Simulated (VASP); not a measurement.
C10N: single point with PBE

The system is C10N, a wire with vacuum.

```
C N
1.0
     4.27184    0.00000    0.00000
    -2.13592    8.61105    0.00000
     0.00000    0.00000   20.27880
C N
10 1
Direct
  0.15641 0.97949 0.19725
  0.82308 0.97949 0.19725
  0.64616 0.95898 0.25743
  0.31282 0.95898 0.25743
  0.13380 0.93838 0.31753
  0.80458 0.93838 0.31753
  0.62223 0.91767 0.37790
  0.29544 0.91767 0.37790
  0.09474 0.89880 0.43290
  0.80405 0.89879 0.43291
  0.84474 0.89880 0.49708
```

```json
{"Program": "VASP 6.6.1", "Task": "single point", "Functional": "PBE", "Potentials or basis": "VASP PAW PBE potentials, release 64 (C, N)", "Cutoff": "520 eV", "k mesh": "7 × 3 × 1", "Occupations": "gaussian, width 0.1 eV", "Spin": "no spin polarisation", "Dipole correction": "yes", "Further INCAR settings": "ALGO = Normal; EDIFF = 1e-07; NBANDS = 34"}
```

```json
{
 "Largest force": "7.553 eV/Å",
 "Band gap on the k mesh": "zero (an odd number of electrons rules out a gap without spin polarisation)"
}
```

Forces in eV/Å, atoms in the order of the input:
```
C   -6.762 -0.129  0.789
C    6.628 -0.112  0.976
C   -0.320  0.163 -1.185
C    0.229  0.078 -0.578
C    0.254  0.004 -0.472
C   -0.467 -0.113  0.408
C   -0.723  0.111 -1.497
C    0.284 -0.012  0.556
C    6.172 -0.068  1.911
C   -7.467  0.315 -1.092
N    2.170 -0.237  0.183
```

Levels at points of the mesh, in eV from the Fermi level:
```csv
k point,band 21,band 22,band 23,band 24,band 25,band 26
"(0.00, 0.00, 0.00)",-1.41,-0.90,0.54,1.25,1.34,1.79
```

Run time: 5.7 min on 1 thread of Intel(R) Xeon(R) 6975P-C (Granite Rapids), with other jobs on the host, peak memory 0.8 GiB.
